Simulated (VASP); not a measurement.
# NaH8ClO4 in VASP: single point with PBE+D3(BJ)

Aim: the single point of NaH8ClO4 with PBE+D3(BJ).

Everything below comes from runs of VASP 6.6.1. Logs are shortened: lines on timing, memory, paths and dates and some standing lists are left out, and cuts for length are marked.

## Step 1: The cell of the first run

The cell holds a disordered packing, 14 atoms: a = 5.474 Å, b = 5.474 Å, c = 5.474 Å, α = 90.00°, β = 90.00°, γ = 90.00°.

## Step 2: Single point, PBE+D3(BJ)

INCAR reads:

```
SYSTEM = NaH8ClO4
ALGO     = Normal         ! electronic algorithm
EDIFF    = 1E-6           ! SCF threshold, eV
ENCUT    = 840            ! plane-wave cutoff, eV
GGA      = PE             ! functional
GGA_COMPAT= .False.      
ISIF     = 2              ! what is computed and relaxed
ISMEAR   = -1             ! smearing method
IVDW     = 12             ! dispersion correction
LASPH    = .True.         ! aspherical terms in the spheres
LCHARG   = .False.        ! write CHGCAR
LREAL    = .False.        ! projectors in reciprocal space
LWAVE    = .False.        ! write WAVECAR
NBANDS   = 37             ! bands
NELM     = 120            ! most SCF steps
PREC     = Accurate       ! precision mode
SIGMA    = 0.02           ! smearing width, eV
```

KPOINTS reads:

```
k-points
0
Gamma
  1 1 1
  0 0 0
```

POSCAR reads:

```
NaH8ClO4
1.0
    5.4737040000      0.0000000000      0.0000000000
    0.0000000000      5.4737040000      0.0000000000
    0.0000000000      0.0000000000      5.4737040000
O H Na Cl
4 8 1 1
Direct
    0.3323191785      0.2962507794      0.4632919301
    0.5228580054      0.7069524099      0.2627558778
    0.2976048240      0.0630734787     -0.0553991695
   -0.0322926582      0.8574864685      0.5305190052
    0.4135727806      0.4481698620      0.4089736238
    0.2590972010      0.2336629466      0.3130093298
    0.3895915298      0.6849130026      0.1445784961
    0.6729601065      0.6529215097      0.1757157858
    0.2081221252      0.1988168498     -0.1312871273
    0.1756547704     -0.0684914370     -0.0441494208
   -0.0106720088      0.7773461707      0.3717798356
   -0.0037822166      0.7276976917      0.6528779710
    0.5629098855     -0.0196993386      0.5978919390
    0.0008033768      0.5620851060      0.0051175234
```

Potentials or basis: VASP PAW PBE potentials, release 64 (O, H, Na_sv, Cl).

Launch:

```console
cat potpaw_PBE.64/O/POTCAR potpaw_PBE.64/H/POTCAR potpaw_PBE.64/Na_sv/POTCAR potpaw_PBE.64/Cl/POTCAR > POTCAR
mpirun -np 1 vasp_gam > vasp.out
```

OUTCAR:

```text
SYSTEM = NaH8ClO4
   EDIFF = 1E-6
   ENCUT = 840
   GGA = PE
   ISIF = 2
   ISMEAR = -1
   IVDW = 12
   LASPH = .True.
   LREAL = .False.
   NELM = 120
   PREC = Accurate
 IVDW          = 12

 ion  position               nearest neighbor table
   1  0.332  0.296  0.463-   6 0.98   5 0.99
   2  0.523  0.707  0.263-   7 0.98   8 0.99
   3  0.298  0.063  0.945-   9 0.98  10 0.98
   4  0.968  0.857  0.531-  11 0.98  12 0.99
   5  0.414  0.448  0.409-   1 0.99
   6  0.259  0.234  0.313-   1 0.98
   7  0.390  0.685  0.145-   2 0.98
   8  0.673  0.653  0.176-   2 0.99
   9  0.208  0.199  0.869-   3 0.98
  10  0.176  0.932  0.956-   3 0.98
  11  0.989  0.777  0.372-   4 0.98
  12  0.996  0.728  0.653-   4 0.99
  13  0.563  0.980  0.598-
  14  0.001  0.562  0.005-

  LATTYP: Found a simple cubic cell.
 ALAT       =     5.4737040000

  Lattice vectors:

 A1 = (   5.4737040000,   0.0000000000,   0.0000000000)
 A2 = (   0.0000000000,   5.4737040000,   0.0000000000)
 A3 = (   0.0000000000,   0.0000000000,   5.4737040000)

Analysis of symmetry for initial positions (statically):
=====================================================================
 Subroutine PRICEL returns:
 Original cell was already a primitive cell.

 Routine SETGRP: Setting up the symmetry group for a
 simple cubic supercell.

 Subroutine GETGRP returns: Found  1 space group operations
 (whereof  1 operations were pure point group operations)
 out of a pool of 48 trial point group operations.

The static configuration has the point symmetry C_1 .

Analysis of symmetry for dynamics (positions and initial velocities):
=====================================================================
 Subroutine PRICEL returns:
 Original cell was already a primitive cell.

 Routine SETGRP: Setting up the symmetry group for a
 simple cubic supercell.

 Subroutine GETGRP returns: Found  1 space group operations
 (whereof  1 operations were pure point group operations)
 out of a pool of 48 trial point group operations.

The dynamic configuration has the point symmetry C_1 .

 Subroutine INISYM returns: Found  1 space group operations
 (whereof  1 operations are pure point group operations),
 and found     1 'primitive' translations

----------------------------------------------------------------------------------------

                                     Primitive cell

  volume of cell :     164.0000

  direct lattice vectors                    reciprocal lattice vectors
     5.473704000  0.000000000  0.000000000     0.182691647  0.000000000  0.000000000
     0.000000000  5.473704000  0.000000000     0.000000000  0.182691647  0.000000000
     0.000000000  0.000000000  5.473704000     0.000000000  0.000000000  0.182691647

  length of vectors
     5.473704000  5.473704000  5.473704000     0.182691647  0.182691647  0.182691647

  position of ions in fractional coordinates (direct lattice)
     0.332319179  0.296250779  0.463291930
     0.522858005  0.706952410  0.262755878
     0.297604824  0.063073479  0.944600831
     0.967707342  0.857486468  0.530519005
     0.413572781  0.448169862  0.408973624
     0.259097201  0.233662947  0.313009330
     0.389591530  0.684913003  0.144578496
     0.672960106  0.652921510  0.175715786
     0.208122125  0.198816850  0.868712873
     0.175654770  0.931508563  0.955850579
     0.989327991  0.777346171  0.371779836
     0.996217783  0.727697692  0.652877971
     0.562909885  0.980300661  0.597891939
     0.000803377  0.562085106  0.005117523

  ion indices of the primitive-cell ions
   primitive index   ion index
                 1           1
                 2           2
                 3           3
                 4           4
                 5           5
                 6           6
                 7           7
                 8           8
                 9           9
                10          10
                11          11
                12          12
                13          13
                14          14

----------------------------------------------------------------------------------------

 KPOINTS: k-points

Automatic generation of k-mesh.
 Grid dimensions read from file:
 generate k-points for:    1    1    1

 Generating k-lattice:

  Cartesian coordinates                     Fractional coordinates (reciprocal lattice)
     0.182691647  0.000000000  0.000000000     1.000000000  0.000000000  0.000000000
     0.000000000  0.182691647  0.000000000     0.000000000  1.000000000  0.000000000
     0.000000000  0.000000000  0.182691647     0.000000000  0.000000000  1.000000000

  Length of vectors
     0.182691647  0.182691647  0.182691647

  Shift w.r.t. Gamma in fractional coordinates (k-lattice)
     0.000000000  0.000000000  0.000000000

 Subroutine IBZKPT returns following result:
 ===========================================

 Found      1 irreducible k-points:

 Following reciprocal coordinates:
            Coordinates               Weight
  0.000000  0.000000  0.000000      1.000000
   k-points           NKPTS =      1   k-points in BZ     NKDIM =      1   number of bands    NBANDS=     37
   number of dos      NEDOS =    301   number of ions     NIONS =     14
   total plane-waves  NPLWV = 157464
   dimension x,y,z NGX =    54 NGY =   54 NGZ =   54
   dimension x,y,z NGXF=   108 NGYF=  108 NGZF=  108
   ions per type =               4   8   1   1
   NGX,Y,Z   is equivalent  to a cutoff of  16.40, 16.40, 16.40 a.u.
   NGXF,Y,Z  is equivalent  to a cutoff of  32.80, 32.80, 32.80 a.u.
 SYSTEM =  NaH8ClO4
   PREC   = accura    normal or accurate (medium, high low for compatibility)
   ISTART =      0    job   : 0-new  1-cont  2-samecut
   ICHARG =      2    charge: 1-file 2-atom 10-const
   ISPIN  =      1    spin polarized calculation?
   LNONCOLLINEAR =      F non collinear calculations
   LSORBIT =      F    spin-orbit coupling
   LASPH  =      T    aspherical Exc in radial PAW
   ENCUT  =  840.0 eV  61.74 Ry    7.86 a.u.  12.94 12.94 12.94*2*pi/ulx,y,z
   NELM   =    120;   NELMIN=  2; NELMDL= -5     # of ELM steps
   EDIFF  = 0.1E-05   stopping-criterion for ELM
   LREAL  =      F    real-space projection
   EDIFFG = 0.1E-04   stopping-criterion for IOM
   NSW    =      0    number of steps for IOM
   IBRION =     -1    ionic relax: 0-MD 1-quasi-New 2-CG
   NFREE  =      0    steps in history (QN), initial steepest desc. (CG)
   ISIF   =      2    stress and relaxation
   ISYM   =      2    0-nonsym 1-usesym 2-fastsym
   POTIM  = 0.5000    time-step for ionic-motion
   TEBEG  =    0.0;   TEEND  =   0.0 temperature during run
   PSTRESS=    0.0 pullay stress
   NELECT =      48.0000    total number of electrons
   NUPDOWN=      -1.0000    fix difference up-down
   EMIN   =  10.00;   EMAX   =-10.00  energy-range for DOS
   EFERMI =   0.00;   METHOD = LEGACY
   ISMEAR =    -1;   SIGMA  =   0.02  broadening in eV -4-tet -1-fermi 0-gaus
   EFERMI_NEDOS =   21; number of points for ismear=-14 and -15
   IALGO  =     38    algorithm
   IMIX   =      4    mixing-type and parameters
     AMIX     =   0.40;   BMIX     =  1.00
     AMIX_MAG =   1.60;   BMIX_MAG =  1.00
  volume/ion in A,a.u.               =      11.71        79.05
  Fermi-wavevector in a.u.,A,eV,Ry     =   1.086944  2.054027 16.074573  1.181448
  Thomas-Fermi vector in A             =   2.223092
   LORBIT       =      0    0 simple, 1 ext, 2 COOP (PROOUT), +10 PAW based schemes
   GGA     = PE    functional components
   LHFCALC =     F    Hartree Fock is set to
   AEXX    =    0.0000 exact exchange contribution
   IVDW    =    12    specifies the selected vdW correction
   LEPSILON=     F    determine dielectric tensor
   LRPA    =     F    only Hartree local field effects (RPA)
 non-spin polarized calculation
  energy-cutoff  :      840.00
  volume of cell :      164.00
 maximum number of plane-waves:      4523
 NGX is ok and might be reduce to    50
   NGX = 25   NGY = 25   NGZ = 25

 number of electron      48.0000003 magnetization

 Free energy of the ion-electron system (eV)
  ---------------------------------------------------
  ext. energy  EPLUGINS =         0.00000000
  ---------------------------------------------------
  free energy    TOTEN  =       -64.79758148 eV

  energy without entropy =      -64.79758148  energy(sigma->0) =      -64.79758148

 E-fermi :  -2.1932     XC(G=0):  -7.1118

 val. band max:       -2.7110205377   @ k =   0.0000   0.0000   0.0000
 cond. band min:       2.0218643568   @ k =   0.0000   0.0000   0.0000
 fundamental gap:      4.7328848945
 Fermi energy:        -2.1932002786

 k-point     1 :       0.0000    0.0000    0.0000
  band No.  band energies     occupation
      1     -51.3482      2.00000
      2     -23.3216      2.00000
      3     -23.2982      2.00000
      4     -23.2517      2.00000
      5     -21.6685      2.00000
      6     -21.1843      2.00000
[... 28 lines left out ...]
     35       9.2140      0.00000
     36       9.4405      0.00000
 [bands above 36 left out]

------------------------ aborting loop because EDIFF is reached ----------------------------------------

 Edisp (eV)   -0.78317

 E8    (eV) :    -0.2219

  FORCE on cell =-STRESS in cart. coord.  units (eV):
  Direction    XX          YY          ZZ          XY          YZ          ZX
  --------------------------------------------------------------------------------------
  -------------------------------------------------------------------------------------
  Total       0.36805     1.65024     0.48164     0.07580    -1.30071     0.82357
  in kB       3.59566    16.12184     4.70528     0.74050   -12.70714     8.04579
  external pressure =        8.14 kB  Pullay stress =        0.00 kB

 VOLUME and BASIS-vectors are now :
 -----------------------------------------------------------------------------
  energy-cutoff  :      840.00
  volume of cell :      164.00
      direct lattice vectors                 reciprocal lattice vectors
     5.473704000  0.000000000  0.000000000     0.182691647  0.000000000  0.000000000
     0.000000000  5.473704000  0.000000000     0.000000000  0.182691647  0.000000000
     0.000000000  0.000000000  5.473704000     0.000000000  0.000000000  0.182691647

 POSITION                                       TOTAL-FORCE (eV/Angst)
 -----------------------------------------------------------------------------------
      1.81902      1.62159      2.53592         0.010512      0.140765      0.000894
      2.86197      3.86965      1.43825         0.035297     -0.181094     -0.042362
      1.62900      0.34525      5.17047        -0.120466     -0.044241     -0.067512
      5.29694      4.69363      2.90390         0.023331     -0.022921     -0.007936
      2.26377      2.45315      2.23860        -0.017045     -0.019742     -0.017539
      1.41822      1.27900      1.71332        -0.024760     -0.003915      0.003224
      2.13251      3.74901      0.79138        -0.054492      0.080480      0.092788
      3.68358      3.57390      0.96182        -0.017176      0.066039      0.068089
      1.13920      1.08826      4.75508         0.126052     -0.011918     -0.006042
      0.96148      5.09880      5.23204         0.010560     -0.033651      0.008305
      5.41529      4.25496      2.03501         0.025941     -0.018848     -0.043180
      5.45300      3.98320      3.57366        -0.004174      0.027961      0.037594
      3.08120      5.36588      3.27268        -0.048069      0.011142      0.012581
      0.00440      3.07669      0.02801         0.054490      0.009945     -0.038904
 -----------------------------------------------------------------------------------
    total drift:                                0.001545      0.000671      0.001304

  FREE ENERGIE OF THE ION-ELECTRON SYSTEM (eV)
  ---------------------------------------------------
  free  energy   TOTEN  =       -65.5807561741 eV

  energy  without entropy=      -65.5807561741  energy(sigma->0) =      -65.58075617
```

Run time: 16 s. Hardware: 1 thread of Intel Xeon 6975P-C (Granite Rapids), shared host; peak memory 0.38 GiB.

What came out:

```yaml
Free_energy: -65.5808 eV
Pressure: 0.8 GPa
Largest_force: 0.189 eV/Å
Dispersion_energy_per_atom: -0.056 eV
```

Forces on the atoms (eV/Å):
```
O    0.011  0.141  0.001
O    0.035 -0.181 -0.042
O   -0.120 -0.044 -0.068
O    0.023 -0.023 -0.008
H   -0.017 -0.020 -0.018
H   -0.025 -0.004  0.003
H   -0.054  0.080  0.093
H   -0.017  0.066  0.068
H    0.126 -0.012 -0.006
H    0.011 -0.034  0.008
H    0.026 -0.019 -0.043
H   -0.004  0.028  0.038
Na  -0.048  0.011  0.013
Cl   0.054  0.010 -0.039
```

Caveat: the k points lie up to 1.15 Å⁻¹ apart, too coarse for converged energies, forces and pressures.
